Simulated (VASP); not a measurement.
Write the native input for VASP 6.6.1 that does the following.

```yaml
Task: single point
Functional: PBEsol
Dispersion: D3(BJ)
Potentials_or_basis: VASP PAW PBE potentials, release 64 (Sn_d)
Cutoff: 520 eV
k_mesh: 20 × 20 × 20
Occupations: gaussian, width 0.15 eV
Spin: no spin polarisation
Dipole_correction: no
Further_INCAR_settings: ALGO = Fast; EDIFF = 1e-06; NBANDS = 13
```

The structure of Sn lies in POSCAR:

```
Sn
1.0
   -1.8640875742      1.8640875742      1.9572919529
    1.8640875742     -1.8640875742      1.9572919529
    1.8640875742      1.8640875742     -1.9572919529
Sn
1
Direct
    0.0000000000      0.0000000000      0.0000000000
```

This cell differs from its parent crystal: ratio of the length along z to the lengths across it x 1.05, volume and fractional coordinates fixed.

The input as run:

INCAR

```
ALGO     = Fast           # electronic algorithm
EDIFF    = 1E-6           # SCF threshold, eV
ENCUT    = 520            # plane-wave cutoff, eV
GGA      = PS             # functional
ISIF     = 2              # what is computed and relaxed
ISMEAR   = 0              # smearing method
IVDW     = 12             # dispersion correction
LASPH    = T              # aspherical terms in the spheres
LCHARG   = F              # write CHGCAR
LREAL    = F              # projectors in reciprocal space
LWAVE    = F              # write WAVECAR
NBANDS   = 13             # bands
NELM     = 60             # most SCF steps
PREC     = Accurate       # precision mode
SIGMA    = 0.15           # smearing width, eV
```

KPOINTS

```
k-points
0
Gamma
  20 20 20
```

Potentials or basis: VASP PAW PBE potentials, release 64 (Sn_d).

Command:

```console
$ cat potpaw_PBE.64/Sn_d/POTCAR > POTCAR
$ mpirun -np 1 vasp_std > vasp.out
```

It gave:

* Pressure: -4.4 GPa
* Band gap on the k mesh: zero (bands 7 and 8 overlap by 10.15 eV)
* Dispersion energy per atom: -0.389 eV

Caveat: the cell stands under tension; the PAW data sets were made with another functional, which shifts forces and pressure a little; spin-orbit coupling is left out, which moves the levels of the heavy elements.

Wall time 53 s on 1 thread of Intel(R) Xeon(R) 6975P-C (Granite Rapids), on a shared host, peak memory 0.32 GiB.
